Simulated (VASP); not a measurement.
# TiB2 (P6/mmm) in VASP: further runs

Aim: see how the results for TiB2 move with the level of theory and the settings. Levels: BLYP, PBE. Tasks: single point.

Program: VASP 6.6.1. These are calculated values, not measurements. Logs are shortened: lines on timing, memory, paths and dates and some standing lists are left out, and cuts for length are marked.

### Step 1. The cell of the first run

Symmetry: P6/mmm, No. 191, hexagonal system. The conventional cell has a = 3.029 Å, b = 3.029 Å, c = 3.228 Å, α = 90.00°, β = 90.00°, γ = 120.00°. Within 3.1 Å of Ti (site symmetry 6/mmm) lie 12 B at 2.38 Å and 6 Ti at 3.03 Å. Within 2.3 Å of B (site symmetry -6m2) lie 3 B at 1.75 Å.

### Step 2. Single point, BLYP

File INCAR:

```
SYSTEM = TiB2
PREC = Accurate
ENCUT = 520
EDIFF = 1E-6
ISMEAR = -1
SIGMA = 0.05
LREAL = .False.
LASPH = .True.
NELM = 60
ALGO = Normal
ISIF = 2
LWAVE = .False.
LCHARG = .False.
GGA = B5
ALDAX = 1.0
AGGAX = 1.0
AGGAC = 1.0
ALDAC = 0.0
NBANDS = 16
```

File KPOINTS:

```
Automatic mesh
0
Gamma
  10 10 8
  0 0 0
```

File POSCAR:

```
TiB2
1.0
    3.0292000000      0.0000000000      0.0000000000
   -1.5146000000      2.6233641531      0.0000000000
    0.0000000000      0.0000000000      3.2284000000
Ti B
1 2
Direct
    0.0000000000      0.0000000000      0.0000000000
    0.6666666667      0.3333333333      0.5000000000
    0.3333333333      0.6666666667      0.5000000000
```

Potentials or basis: VASP PAW PBE potentials, release 64 (Ti_sv, B).

The run is started by

```
$ cat potpaw_PBE.64/Ti_sv/POTCAR potpaw_PBE.64/B/POTCAR > POTCAR
$ mpirun -np 1 vasp_std > vasp.out
```

OUTCAR:

```text
SYSTEM = TiB2
   PREC = Accurate
   ENCUT = 520
   EDIFF = 1E-6
   ISMEAR = -1
   LREAL = .False.
   LASPH = .True.
   NELM = 60
   ISIF = 2
   GGA = B5

 ion  position               nearest neighbor table
   1  0.000  0.000  0.000-   2 2.38   3 2.38   2 2.38   3 2.38   3 2.38   3 2.38   2 2.38   2 2.38
                             2 2.38   2 2.38   3 2.38   3 2.38
   2  0.667  0.333  0.500-   3 1.75   3 1.75   3 1.75   1 2.38   1 2.38   1 2.38   1 2.38   1 2.38
                             1 2.38
   3  0.333  0.667  0.500-   2 1.75   2 1.75   2 1.75   1 2.38   1 2.38   1 2.38   1 2.38   1 2.38
                             1 2.38

  LATTYP: Found a hexagonal cell.
 ALAT       =     3.0292000000
 C/A-ratio  =     1.0657599366

  Lattice vectors:

 A1 = (   3.0292000000,   0.0000000000,   0.0000000000)
 A2 = (  -1.5146000000,   2.6233641531,   0.0000000000)
 A3 = (   0.0000000000,   0.0000000000,   3.2284000000)

Analysis of symmetry for initial positions (statically):
=====================================================================
 Subroutine PRICEL returns:
 Original cell was already a primitive cell.

 Routine SETGRP: Setting up the symmetry group for a
 hexagonal supercell.

 Subroutine GETGRP returns: Found 24 space group operations
 (whereof 24 operations were pure point group operations)
 out of a pool of 24 trial point group operations.

The static configuration has the point symmetry D_6h.

Analysis of symmetry for dynamics (positions and initial velocities):
=====================================================================
 Subroutine PRICEL returns:
 Original cell was already a primitive cell.

 Routine SETGRP: Setting up the symmetry group for a
 hexagonal supercell.

 Subroutine GETGRP returns: Found 24 space group operations
 (whereof 24 operations were pure point group operations)
 out of a pool of 24 trial point group operations.

The dynamic configuration has the point symmetry D_6h.

 Subroutine INISYM returns: Found 24 space group operations
 (whereof 24 operations are pure point group operations),
 and found     1 'primitive' translations

----------------------------------------------------------------------------------------

                                     Primitive cell

  volume of cell :      25.6551

  direct lattice vectors                    reciprocal lattice vectors
     3.029200000  0.000000000  0.000000000     0.330120164  0.190594965  0.000000000
    -1.514600000  2.623364153  0.000000000     0.000000000  0.381189931  0.000000000
     0.000000000  0.000000000  3.228400000     0.000000000  0.000000000  0.309750960

  length of vectors
     3.029200000  3.029200000  3.228400000     0.381189931  0.381189931  0.309750960

  position of ions in fractional coordinates (direct lattice)
     0.000000000  0.000000000  0.000000000
     0.666666667  0.333333333  0.500000000
     0.333333333  0.666666667  0.500000000

  ion indices of the primitive-cell ions
   primitive index   ion index
                 1           1
                 2           2
                 3           3

----------------------------------------------------------------------------------------

 KPOINTS: Automatic mesh

Automatic generation of k-mesh.
 Grid dimensions read from file:
 generate k-points for:   10   10    8

 Generating k-lattice:

  Cartesian coordinates                     Fractional coordinates (reciprocal lattice)
     0.033012016  0.019059497  0.000000000     0.100000000  0.000000000  0.000000000
     0.000000000  0.038118993  0.000000000     0.000000000  0.100000000  0.000000000
     0.000000000  0.000000000  0.038718870     0.000000000  0.000000000  0.125000000

  Length of vectors
     0.038118993  0.038118993  0.038718870

  Shift w.r.t. Gamma in fractional coordinates (k-lattice)
     0.000000000  0.000000000  0.000000000

 Subroutine IBZKPT returns following result:
 ===========================================

 Found     70 irreducible k-points:

 Following reciprocal coordinates:
            Coordinates               Weight
  0.000000  0.000000  0.000000      1.000000
  0.100000 -0.000000  0.000000      6.000000
  0.200000 -0.000000  0.000000      6.000000
  0.300000 -0.000000  0.000000      6.000000
  0.400000 -0.000000  0.000000      6.000000
  0.500000 -0.000000  0.000000      3.000000
[... 16 lines left out ...]
  0.300000  0.100000  0.125000     24.000000
  0.400000  0.100000  0.125000     24.000000
 [... further k-points ...]
   k-points           NKPTS =     70   k-points in BZ     NKDIM =     70   number of bands    NBANDS=     16
   number of dos      NEDOS =    301   number of ions     NIONS =      3
   total plane-waves  NPLWV =  13824
   dimension x,y,z NGX =    24 NGY =   24 NGZ =   24
   dimension x,y,z NGXF=    48 NGYF=   48 NGZF=   48
   ions per type =               1   2
   NGX,Y,Z   is equivalent  to a cutoff of  13.17, 13.17, 12.36 a.u.
   NGXF,Y,Z  is equivalent  to a cutoff of  26.34, 26.34, 24.72 a.u.
 SYSTEM =  TiB2
   PREC   = accura    normal or accurate (medium, high low for compatibility)
   ISTART =      0    job   : 0-new  1-cont  2-samecut
   ICHARG =      2    charge: 1-file 2-atom 10-const
   ISPIN  =      1    spin polarized calculation?
   LNONCOLLINEAR =      F non collinear calculations
   LSORBIT =      F    spin-orbit coupling
   LASPH  =      T    aspherical Exc in radial PAW
   ENCUT  =  520.0 eV  38.22 Ry    6.18 a.u.   5.63  5.63  6.00*2*pi/ulx,y,z
   NELM   =     60;   NELMIN=  2; NELMDL= -5     # of ELM steps
   EDIFF  = 0.1E-05   stopping-criterion for ELM
   LREAL  =      F    real-space projection
   EDIFFG = 0.1E-04   stopping-criterion for IOM
   NSW    =      0    number of steps for IOM
   IBRION =     -1    ionic relax: 0-MD 1-quasi-New 2-CG
   NFREE  =      0    steps in history (QN), initial steepest desc. (CG)
   ISIF   =      2    stress and relaxation
   ISYM   =      2    0-nonsym 1-usesym 2-fastsym
   POTIM  = 0.5000    time-step for ionic-motion
   TEBEG  =    0.0;   TEEND  =   0.0 temperature during run
   PSTRESS=    0.0 pullay stress
   NELECT =      18.0000    total number of electrons
   NUPDOWN=      -1.0000    fix difference up-down
   EMIN   =  10.00;   EMAX   =-10.00  energy-range for DOS
   EFERMI =   0.00;   METHOD = LEGACY
   ISMEAR =    -1;   SIGMA  =   0.05  broadening in eV -4-tet -1-fermi 0-gaus
   EFERMI_NEDOS =   21; number of points for ismear=-14 and -15
   IALGO  =     38    algorithm
   IMIX   =      4    mixing-type and parameters
     AMIX     =   0.40;   BMIX     =  1.00
     AMIX_MAG =   1.60;   BMIX_MAG =  1.00
  volume/ion in A,a.u.               =       8.55        57.71
  Fermi-wavevector in a.u.,A,eV,Ry     =   1.454703  2.748990 28.792122  2.116161
  Thomas-Fermi vector in A             =   2.571823
   LORBIT       =      0    0 simple, 1 ext, 2 COOP (PROOUT), +10 PAW based schemes
   GGA     = B5    functional components
   LHFCALC =     F    Hartree Fock is set to
   AEXX    =    0.0000 exact exchange contribution
   IVDW    =     0    specifies the selected vdW correction
   LEPSILON=     F    determine dielectric tensor
   LRPA    =     F    only Hartree local field effects (RPA)
 non-spin polarized calculation
  energy-cutoff  :      520.00
  volume of cell :       25.66
 maximum number of plane-waves:       721
 NGX is ok and might be reduce to    24
   NGX = 11   NGY = 11   NGZ = 13

 number of electron      18.0000002 magnetization

 Free energy of the ion-electron system (eV)
  ---------------------------------------------------
  ext. energy  EPLUGINS =         0.00000000
  ---------------------------------------------------
  free energy    TOTEN  =       -21.72722111 eV

  energy without entropy =      -21.72063372  energy(sigma->0) =      -21.72392742

 E-fermi :  10.3715     XC(G=0): -12.1357

 val. band max:       10.3499393227   @ k =   0.2000   0.2000   0.1250
 cond. band min:      10.3718770712   @ k =   0.1000  -0.0000   0.3750
 fundamental gap:      0.0219377486
 Fermi energy:        10.3715417875

 k-point     1 :       0.0000    0.0000    0.0000
  band No.  band energies     occupation
      1     -46.4071      2.00000
      2     -22.9060      2.00000
      3     -22.6026      2.00000
      4     -22.6026      2.00000
      5      -2.9068      2.00000
      6       7.7994      2.00000
[... 8 lines left out ...]
     15      16.3371      0.00000
     16      17.4210      0.00000

 k-point     2 :       0.1000   -0.0000    0.0000
  band No.  band energies     occupation
      1     -46.4019      2.00000
      2     -22.8995      2.00000
      3     -22.6414      2.00000
      4     -22.6114      2.00000
      5      -2.7173      2.00000
      6       7.2739      2.00000
[... 8 lines left out ...]
     15      17.3589      0.00000
     16      18.0195      0.00000

 k-point     3 :       0.2000   -0.0000    0.0000
  band No.  band energies     occupation
      1     -46.3883      2.00000
      2     -22.8825      2.00000
      3     -22.7423      2.00000
      4     -22.6345      2.00000
      5      -2.1640      2.00000
      6       5.9892      2.00000
[... 8 lines left out ...]
     15      18.1688      0.00000
     16      19.4208      0.00000

 k-point     4 :       0.3000   -0.0000    0.0000
  band No.  band energies     occupation
      1     -46.3714      2.00000
      2     -22.8648      2.00000
      3     -22.8615      2.00000
      4     -22.6629      2.00000
      5      -1.2861      2.00000
      6       4.4039      2.00000
[... 8 lines left out ...]
     15      17.8274      0.00000
     16      19.5651      0.00000
[... 324 lines left out ...]
 k-point    22 :       0.2000    0.1000    0.1250
  band No.  band energies     occupation
      1     -46.3752      2.00000
      2     -22.8955      2.00000
      3     -22.8093      2.00000
      4     -22.6601      2.00000
      5      -1.4785      2.00000
      6       5.2233      2.00000
[... 8 lines left out ...]
     15      18.5036      0.00000
     16      19.8322      0.00000

 k-point    23 :       0.3000    0.1000    0.1250
  band No.  band energies     occupation
      1     -46.3599      2.00000
      2     -22.9120      2.00000
      3     -22.8749      2.00000
      4     -22.6927      2.00000
      5      -0.5025      2.00000
      6       3.6716      2.00000
[... 8 lines left out ...]
     15      18.7715      0.00000
     16      20.2428      0.00000

 k-point    24 :       0.4000    0.1000    0.1250
  band No.  band energies     occupation
      1     -46.3504      2.00000
      2     -22.9740      2.00000
      3     -22.8628      2.00000
      4     -22.7128      2.00000
      5       0.7079      2.00000
      6       2.1426      2.00000
[... 8 lines left out ...]
     15      19.0346      0.00000
     16      20.0586      0.00000

 [... further k-points ...]

------------------------ aborting loop because EDIFF is reached ----------------------------------------

  FORCE on cell =-STRESS in cart. coord.  units (eV):
  Direction    XX          YY          ZZ          XY          YZ          ZX
  --------------------------------------------------------------------------------------
  -------------------------------------------------------------------------------------
  Total        0.8526180      0.8526180      1.6299596      0.0000000     -0.0000000      0.0000000
  in kB       53.2465211     53.2465211    101.7919783      0.0000000     -0.0000000      0.0000000
  external PRESSURE =      69.4283402 kB  Pullay stress =       0.0000000 kB

 VOLUME and BASIS-vectors are now :
 -----------------------------------------------------------------------------
  energy-cutoff  :      520.00
  volume of cell :       25.66
      direct lattice vectors                 reciprocal lattice vectors
     3.029200000  0.000000000  0.000000000     0.330120164  0.190594965  0.000000000
    -1.514600000  2.623364153  0.000000000     0.000000000  0.381189931  0.000000000
     0.000000000  0.000000000  3.228400000     0.000000000  0.000000000  0.309750960

 POSITION                                       TOTAL-FORCE (eV/Angst)
 -----------------------------------------------------------------------------------
      0.00000      0.00000      0.00000        -0.000000      0.000000      0.000000
      1.51460      0.87445      1.61420         0.000000     -0.000000      0.000000
     -0.00000      1.74891      1.61420        -0.000000      0.000000      0.000000
 -----------------------------------------------------------------------------------
    total drift:                                0.000000     -0.000000      0.000000

  FREE ENERGIE OF THE ION-ELECTRON SYSTEM (eV)
  ---------------------------------------------------
  free  energy   TOTEN  =       -21.7272211144 eV

  energy  without entropy=      -21.7206337220  energy(sigma->0) =      -21.72392742
```

Run time: 15 s. Hardware: 1 thread of Intel Xeon 6975P-C (Granite Rapids), shared host; peak memory 0.15 GiB.

Results:

```
Free energy            : -21.7272 eV
Pressure               : 6.9 GPa
Band gap on the k mesh : zero (band 9 reaches 10.82 eV, above the bottom of band 10 at 10.26 eV)
```

Caveat: the PAW data sets were made with another functional, which shifts forces and pressure a little.

### Step 3. Single point, PBE

File INCAR:

```
SYSTEM = TiB2
PREC     = Accurate       ! precision mode
ENCUT    = 520            ! plane-wave cutoff, eV
EDIFF    = 1E-6           ! SCF threshold, eV
ISMEAR   = 0              ! smearing method
SIGMA    = 0.012          ! smearing width, eV
LREAL    = .False.        ! projectors in reciprocal space
LASPH    = .True.         ! aspherical terms in the spheres
NELM     = 100            ! most SCF steps
ALGO     = Normal         ! electronic algorithm
ISIF     = 2              ! what is computed and relaxed
LWAVE    = .False.        ! write WAVECAR
LCHARG   = .False.        ! write CHGCAR
GGA      = PE             ! functional
NBANDS   = 16             ! bands
```

KPOINTS is that of step 2.

POSCAR is that of step 2.

Potentials or basis: VASP PAW PBE potentials, release 64 (Ti_sv, B).

The run is started by

```
$ cat potpaw_PBE.64/Ti_sv/POTCAR potpaw_PBE.64/B/POTCAR > POTCAR
$ mpirun -np 1 vasp_std > vasp.out
```

It took 9 s on 1 thread of Intel Xeon 6975P-C (Granite Rapids), shared host; peak memory 0.15 GiB.

The run converged. Its results:

* Free energy: -24.4203 eV
* Pressure: 0.6 GPa
* Band gap on the k mesh: zero (band 9 reaches 10.39 eV, above the bottom of band 10 at 9.82 eV)

Levels at points of the mesh, in eV from the Fermi level:
| k point | band 6 | band 7 | band 8 | band 9 | band 10 | band 11 | band 12 | band 13 |
| --- | --- | --- | --- | --- | --- | --- | --- | --- |
| (0.00, 0.00, 0.00) | -2.54 | -2.54 | -2.27 | -2.05 | 1.95 | 1.95 | 3.71 | 3.71 |
| (0.50, 0.00, 0.00) | -9.18 | -3.20 | -3.16 | -2.20 | 1.40 | 2.79 | 3.27 | 3.42 |
| (0.00, 0.00, 0.50) | -7.55 | -0.49 | -0.49 | -0.12 | -0.12 | 0.49 | 0.49 | 1.70 |
| (0.50, 0.00, 0.50) | -7.49 | -4.58 | -3.76 | -3.09 | 2.54 | 2.97 | 4.52 | 4.63 |

### Step 4. Single point, PBE

File INCAR:

```
SYSTEM = TiB2
  PREC = Accurate
  ENCUT = 520
  EDIFF = 1E-6
  ISMEAR = 0
  SIGMA = 0.013000000000000001
  LREAL = .FALSE.
  LASPH = .TRUE.
  NELM = 80
  ALGO = Normal
  ISIF = 2
  LWAVE = .FALSE.
  LCHARG = .TRUE.
  GGA = PE
  LELF = .TRUE.
  LVHAR = .TRUE.
  NBANDS = 16
```

File KPOINTS:

```
Automatic mesh
0
G
  10 10 8
  0 0 0
```

POSCAR is that of step 3.

The run is started by

```
$ cat potpaw_PBE.64/Ti_sv/POTCAR potpaw_PBE.64/B/POTCAR > POTCAR
$ mpirun -np 1 vasp_std > vasp.out
```

Run time: 9.9 s. Hardware: 1 thread of Intel Xeon 6975P-C (Granite Rapids), shared host; peak memory 0.15 GiB.

It converged, with:

- Free energy: -24.4203 eV
- Pressure: 0.6 GPa
- Band gap on the k mesh: zero (band 9 reaches 10.39 eV, above the bottom of band 10 at 9.82 eV)

Levels at points of the mesh, in eV from the Fermi level:
```tsv
k point	band 6	band 7	band 8	band 9	band 10	band 11	band 12	band 13
(0.00, 0.00, 0.00)	-2.54	-2.54	-2.27	-2.05	1.95	1.95	3.71	3.71
(0.50, 0.00, 0.00)	-9.18	-3.20	-3.16	-2.20	1.40	2.79	3.27	3.42
(0.00, 0.00, 0.50)	-7.55	-0.49	-0.49	-0.11	-0.11	0.49	0.49	1.70
(0.50, 0.00, 0.50)	-7.49	-4.58	-3.76	-3.09	2.54	2.97	4.52	4.64
```

### Step 5. The runs side by side

| level | smearing | gap on the mesh (eV) | pressure (GPa) |
| --- | --- | --- | --- |
| BLYP | fermi-dirac 0.05 eV | none | 6.9 |
| PBE | gaussian 0.012 eV | none | 0.6 |
| PBE | gaussian 0.013 eV | none | 0.6 |

Alike in all rows: task single point; potentials or basis VASP PAW PBE potentials, release 64 (Ti_sv, B); no spin polarisation; cell as given; k mesh 10 × 10 × 8; cutoff (eV) 520.

Every run on the cell as given and a fine mesh finds a metal. The pressure there spans 0.6 GPa (PBE) to 6.9 GPa (BLYP); a positive pressure means that this level wants a larger cell, a negative one a smaller.

Caveats: the PAW data sets were made with another functional, which shifts forces and pressure a little (some runs).

Absolute energies hang on the potentials; compare differences alone.
